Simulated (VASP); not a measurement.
W:

```
CELL_PARAMETERS angstrom
-1.59178 1.59178 1.59178
1.59178 -1.59178 1.59178
1.59178 1.59178 -1.59178
ATOMIC_POSITIONS crystal
W 0.00000 0.00000 0.00000
```

```yaml
Program: VASP 6.6.1
Task: relaxation of cell and atoms
Functional: PBEsol
Potentials_or_basis: VASP PAW PBE potentials, release 64 (W_sv)
Cutoff: 600 eV
k_mesh: 18 × 18 × 18
Occupations: gaussian, width 0.1 eV
Spin: no spin polarisation
```

At the start: pressure -7.9 GPa; volume 16.13 Å³/atom.

Q: Where does the relaxation end?

A: Over 4 steps the energy falls by 10.3 meV/atom and the volume is 15.73 Å³/atom (-2.5 %); space group Im-3m (No. 229, to 0.1 Å) before and after.

Step by step:
| step | energy change (eV) | largest force (eV/Å) | pressure (GPa) | volume (Å³) |
| --- | --- | --- | --- | --- |
| 1 | 0.0000 | 0.0000 | -7.94 | 16.13 |
| 2 | 0.1367 | 0.0000 | 36.60 | 14.34 |
| 3 | -0.0103 | 0.0000 | -0.38 | 15.74 |
| 4 | -0.0103 | 0.0000 | -0.03 | 15.73 |

Final structure:
```xyz
1
Lattice="-1.5783 1.5783 1.5783 1.5783 -1.5783 1.5783 1.5783 1.5783 -1.5783" Properties=species:S:1:pos:R:3 pbc="T T T"
W     0.0000    0.0000    0.0000
```

Caveat: the PAW data sets were made with another functional, which shifts forces and pressure a little.
